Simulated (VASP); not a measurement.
# Yb (Fm-3m) in VASP: a series of runs, part 2 of 2

VASP 6.6.1. Earlier steps stand in the parts before.

## 3. Single point, LDA

Contents of INCAR:

```
PREC = Accurate
ENCUT = 520
EDIFF = 1E-6
ISMEAR = 0
SIGMA = 0.03
LREAL = False
LASPH = True
NELM = 100
ALGO = Normal
ISIF = 2
LWAVE = False
LCHARG = False
GGA = CA
NBANDS = 18
```

Contents of KPOINTS:

```
Automatic mesh
0
Gamma
  11 11 11
```

Contents of POSCAR:

```
Yb
1.0
    0.0000000000      2.4569516026      2.4569516026
    2.4569516026      0.0000000000      2.4569516026
    2.4569516026      2.4569516026      0.0000000000
Yb
1
Direct
    0.0000000000      0.0000000000      0.0000000000
```

Potentials or basis: VASP PAW PBE potentials, release 64 (Yb).

Command:

```sh
$ cat potpaw_PBE.64/Yb/POTCAR > POTCAR
$ mpirun -np 1 vasp_std > vasp.out
```

OUTCAR:

```text
PREC = Accurate
   ENCUT = 520
   EDIFF = 1E-6
   ISMEAR = 0
   LREAL = False
   LASPH = True
   NELM = 100
   ISIF = 2
   GGA = CA

 ion  position               nearest neighbor table
   1  0.000  0.000  0.000-

  LATTYP: Found a face centered cubic cell.
 ALAT       =     4.9139032052

  Lattice vectors:

 A1 = (   0.0000000000,   2.4569516026,   2.4569516026)
 A2 = (   2.4569516026,   0.0000000000,   2.4569516026)
 A3 = (   2.4569516026,   2.4569516026,   0.0000000000)

Analysis of symmetry for initial positions (statically):
=====================================================================
 Subroutine PRICEL returns:
 Original cell was already a primitive cell.

 Routine SETGRP: Setting up the symmetry group for a
 face centered cubic supercell.

 Subroutine GETGRP returns: Found 48 space group operations
 (whereof 48 operations were pure point group operations)
 out of a pool of 48 trial point group operations.

The static configuration has the point symmetry O_h .

Analysis of symmetry for dynamics (positions and initial velocities):
=====================================================================
 Subroutine PRICEL returns:
 Original cell was already a primitive cell.

 Routine SETGRP: Setting up the symmetry group for a
 face centered cubic supercell.

 Subroutine GETGRP returns: Found 48 space group operations
 (whereof 48 operations were pure point group operations)
 out of a pool of 48 trial point group operations.

The dynamic configuration has the point symmetry O_h .

 Subroutine INISYM returns: Found 48 space group operations
 (whereof 48 operations are pure point group operations),
 and found     1 'primitive' translations

----------------------------------------------------------------------------------------

                                     Primitive cell

  volume of cell :      29.6633

  direct lattice vectors                    reciprocal lattice vectors
     0.000000000  2.456951603  2.456951603    -0.203504212  0.203504212  0.203504212
     2.456951603  0.000000000  2.456951603     0.203504212 -0.203504212  0.203504212
     2.456951603  2.456951603  0.000000000     0.203504212  0.203504212 -0.203504212

  length of vectors
     3.474654278  3.474654278  3.474654278     0.352479635  0.352479635  0.352479635

  position of ions in fractional coordinates (direct lattice)
     0.000000000  0.000000000  0.000000000

  ion indices of the primitive-cell ions
   primitive index   ion index
                 1           1

----------------------------------------------------------------------------------------

 KPOINTS: Automatic mesh

Automatic generation of k-mesh.
 Grid dimensions read from file:
 generate k-points for:   11   11   11

 Generating k-lattice:

  Cartesian coordinates                     Fractional coordinates (reciprocal lattice)
    -0.018500383  0.018500383  0.018500383     0.090909091  0.000000000  0.000000000
     0.018500383 -0.018500383  0.018500383     0.000000000  0.090909091  0.000000000
     0.018500383  0.018500383 -0.018500383     0.000000000  0.000000000  0.090909091

  Length of vectors
     0.032043603  0.032043603  0.032043603

  Shift w.r.t. Gamma in fractional coordinates (k-lattice)
     0.000000000  0.000000000  0.000000000

 Subroutine IBZKPT returns following result:
 ===========================================

 Found     56 irreducible k-points:

 Following reciprocal coordinates:
            Coordinates               Weight
  0.000000  0.000000  0.000000      1.000000
  0.090909  0.000000  0.000000      8.000000
  0.181818  0.000000  0.000000      8.000000
  0.272727  0.000000  0.000000      8.000000
  0.363636  0.000000  0.000000      8.000000
  0.454545  0.000000  0.000000      8.000000
[... 16 lines left out ...]
 -0.272727  0.181818  0.000000     24.000000
 -0.181818  0.181818  0.000000     12.000000
 [... further k-points ...]
   k-points           NKPTS =     56   k-points in BZ     NKDIM =     56   number of bands    NBANDS=     18
   number of dos      NEDOS =    301   number of ions     NIONS =      1
   total plane-waves  NPLWV =  21952
   dimension x,y,z NGX =    28 NGY =   28 NGZ =   28
   dimension x,y,z NGXF=    56 NGYF=   56 NGZF=   56
   ions per type =               1
   NGX,Y,Z   is equivalent  to a cutoff of  13.40, 13.40, 13.40 a.u.
   NGXF,Y,Z  is equivalent  to a cutoff of  26.79, 26.79, 26.79 a.u.
 SYSTEM =  unknown system
   PREC   = accura    normal or accurate (medium, high low for compatibility)
   ISTART =      0    job   : 0-new  1-cont  2-samecut
   ICHARG =      2    charge: 1-file 2-atom 10-const
   ISPIN  =      1    spin polarized calculation?
   LNONCOLLINEAR =      F non collinear calculations
   LSORBIT =      F    spin-orbit coupling
   LASPH  =      T    aspherical Exc in radial PAW
   ENCUT  =  520.0 eV  38.22 Ry    6.18 a.u.   6.46  6.46  6.46*2*pi/ulx,y,z
   NELM   =    100;   NELMIN=  2; NELMDL= -5     # of ELM steps
   EDIFF  = 0.1E-05   stopping-criterion for ELM
   LREAL  =      F    real-space projection
   EDIFFG = 0.1E-04   stopping-criterion for IOM
   NSW    =      0    number of steps for IOM
   IBRION =     -1    ionic relax: 0-MD 1-quasi-New 2-CG
   NFREE  =      0    steps in history (QN), initial steepest desc. (CG)
   ISIF   =      2    stress and relaxation
   ISYM   =      2    0-nonsym 1-usesym 2-fastsym
   POTIM  = 0.5000    time-step for ionic-motion
   TEBEG  =    0.0;   TEEND  =   0.0 temperature during run
   PSTRESS=    0.0 pullay stress
   NELECT =      24.0000    total number of electrons
   NUPDOWN=      -1.0000    fix difference up-down
   EMIN   =  10.00;   EMAX   =-10.00  energy-range for DOS
   EFERMI =   0.00;   METHOD = LEGACY
   ISMEAR =     0;   SIGMA  =   0.03  broadening in eV -4-tet -1-fermi 0-gaus
   EFERMI_NEDOS =   21; number of points for ismear=-14 and -15
   IALGO  =     38    algorithm
   IMIX   =      4    mixing-type and parameters
     AMIX     =   0.40;   BMIX     =  1.00
     AMIX_MAG =   1.60;   BMIX_MAG =  1.00
  volume/ion in A,a.u.               =      29.66       200.18
  Fermi-wavevector in a.u.,A,eV,Ry     =   1.525476  2.882731 31.661795  2.327076
  Thomas-Fermi vector in A             =   2.633641
   LORBIT       =      0    0 simple, 1 ext, 2 COOP (PROOUT), +10 PAW based schemes
   GGA     = CA    functional components
   LHFCALC =     F    Hartree Fock is set to
   AEXX    =    0.0000 exact exchange contribution
   IVDW    =     0    specifies the selected vdW correction
   LEPSILON=     F    determine dielectric tensor
   LRPA    =     F    only Hartree local field effects (RPA)
 non-spin polarized calculation
 Gauss-broadening in eV      SIGMA  =   0.03
  energy-cutoff  :      520.00
  volume of cell :       29.66
 maximum number of plane-waves:       821
 NGX is ok and might be reduce to    28
   NGX = 13   NGY = 13   NGZ = 13

 number of electron      24.0000001 magnetization

 Free energy of the ion-electron system (eV)
  ---------------------------------------------------
  ext. energy  EPLUGINS =         0.00000000
  ---------------------------------------------------
  free energy    TOTEN  =        -4.17934859 eV

  energy without entropy =       -4.17867174  energy(sigma->0) =       -4.17901017

 E-fermi :   1.8462     XC(G=0): -10.6667

 val. band max:        1.8112450930   @ k =  -0.3636   0.3636   0.0909
 cond. band min:       1.8510116926   @ k =  -0.2727   0.4545   0.1818
 fundamental gap:      0.0397665997
 Fermi energy:         1.8462449841

 k-point     1 :       0.0000    0.0000    0.0000
  band No.  band energies     occupation
      1     -49.3935      2.00000
      2     -21.6066      2.00000
      3     -21.6066      2.00000
      4     -21.6066      2.00000
      5      -3.6175      2.00000
      6       1.2907      2.00000
[... 10 lines left out ...]
     17       7.4106      0.00000
     18      12.4301      0.00000

 k-point     2 :       0.0909    0.0000    0.0000
  band No.  band energies     occupation
      1     -49.3902      2.00000
      2     -21.6617      2.00000
      3     -21.6135      2.00000
      4     -21.6135      2.00000
      5      -3.3804      2.00000
      6       1.2921      2.00000
[... 10 lines left out ...]
     17       7.2693      0.00000
     18      12.9620      0.00000
[... 442 lines left out ...]
 k-point    24 :      -0.1818    0.1818    0.0000
  band No.  band energies     occupation
      1     -49.3656      2.00000
      2     -21.9724      2.00000
      3     -21.7578      2.00000
      4     -21.6495      2.00000
      5      -1.3951      2.00000
      6       1.3229      2.00000
[... 10 lines left out ...]
     17       8.6874      0.00000
     18      13.2406      0.00000

 [... further k-points ...]

------------------------ aborting loop because EDIFF is reached ----------------------------------------

  FORCE on cell =-STRESS in cart. coord.  units (eV):
  Direction    XX          YY          ZZ          XY          YZ          ZX
  --------------------------------------------------------------------------------------
  -------------------------------------------------------------------------------------
  Total       -0.0213405     -0.0213405     -0.0213405     -0.0000000      0.0000000     -0.0000000
  in kB       -1.1526455     -1.1526455     -1.1526455     -0.0000000      0.0000000     -0.0000000
  external PRESSURE =      -1.1526455 kB  Pullay stress =       0.0000000 kB

 VOLUME and BASIS-vectors are now :
 -----------------------------------------------------------------------------
  energy-cutoff  :      520.00
  volume of cell :       29.66
      direct lattice vectors                 reciprocal lattice vectors
     0.000000000  2.456951603  2.456951603    -0.203504212  0.203504212  0.203504212
     2.456951603  0.000000000  2.456951603     0.203504212 -0.203504212  0.203504212
     2.456951603  2.456951603  0.000000000     0.203504212  0.203504212 -0.203504212

 POSITION                                       TOTAL-FORCE (eV/Angst)
 -----------------------------------------------------------------------------------
      0.00000      0.00000      0.00000         0.000000      0.000000      0.000000
 -----------------------------------------------------------------------------------
    total drift:                               -0.000000     -0.000000     -0.000000

  FREE ENERGIE OF THE ION-ELECTRON SYSTEM (eV)
  ---------------------------------------------------
  free  energy   TOTEN  =        -4.1793485877 eV

  energy  without entropy=       -4.1786717427  energy(sigma->0) =       -4.17901017
```

Run time: 29 s. Hardware: 1 thread of AMD EPYC 9R45 (Zen 5), shared host; peak memory 0.14 GiB.

Results:

- Free energy: -4.1793 eV
- Pressure: -0.1 GPa
- Band gap on the k mesh: zero (bands 12 and 13 overlap by 0.14 eV)

Caveat: the PAW data sets were made with another functional, which shifts forces and pressure a little; spin-orbit coupling is left out, which moves the levels of the heavy elements. Spin polarisation is off, so any magnetic state and its effect on volume and gap are missing.

## 4. Single point, LDA

Contents of INCAR:

```
PREC = Accurate
ENCUT = 520
EDIFF = 1E-7
ISMEAR = 0
SIGMA = 0.1
LREAL = F
LASPH = T
NELM = 60
ALGO = Normal
ISIF = 2
LWAVE = F
LCHARG = F
GGA = CA
NBANDS = 18
```

Contents of KPOINTS:

```
regular mesh
0
Gamma
  11 11 11
```

POSCAR is that of step 3.

Command:

```sh
$ cat potpaw_PBE.64/Yb/POTCAR > POTCAR
$ mpirun -np 1 vasp_std > vasp.out
```

Wall time 33 s (1 thread of AMD EPYC 9R45 (Zen 5), shared host); peak memory 0.14 GiB.

The run converged. Its results:

```yaml
Free_energy: -4.1826 eV
Pressure: 0.0 GPa
Band_gap_on_the_k_mesh: zero (bands 12 and 13 overlap by 0.14 eV)
```

Levels at points of the mesh, in eV from the Fermi level:
```csv
k point,band 8,band 9,band 10,band 11,band 12,band 13,band 14,band 15,band 16,band 17
"(0.00, 0.00, 0.00)",-0.43,-0.43,-0.28,-0.28,-0.28,2.98,2.98,2.98,5.55,5.55
```

Caveat: the PAW data sets were made with another functional, which shifts forces and pressure a little; spin-orbit coupling is left out, which moves the levels of the heavy elements. Spin polarisation is off, so any magnetic state and its effect on volume and gap are missing.

## 5. The runs side by side

```tsv
smearing	gap on the mesh (eV)	pressure (GPa)
gaussian 0.01 eV	none	-0.1
gaussian 0.03 eV	none	-0.1
gaussian 0.1 eV	none	0.0
```

Alike in all rows: task single point; level LDA; potentials or basis VASP PAW PBE potentials, release 64 (Yb); no spin polarisation; cell as given; k mesh 11 × 11 × 11; cutoff (eV) 520.

Caveats: the PAW data sets were made with another functional, which shifts forces and pressure a little; spin-orbit coupling is left out, which moves the levels of the heavy elements.

Total energies depend on the potentials used, so only differences within one code and one set of settings carry meaning.
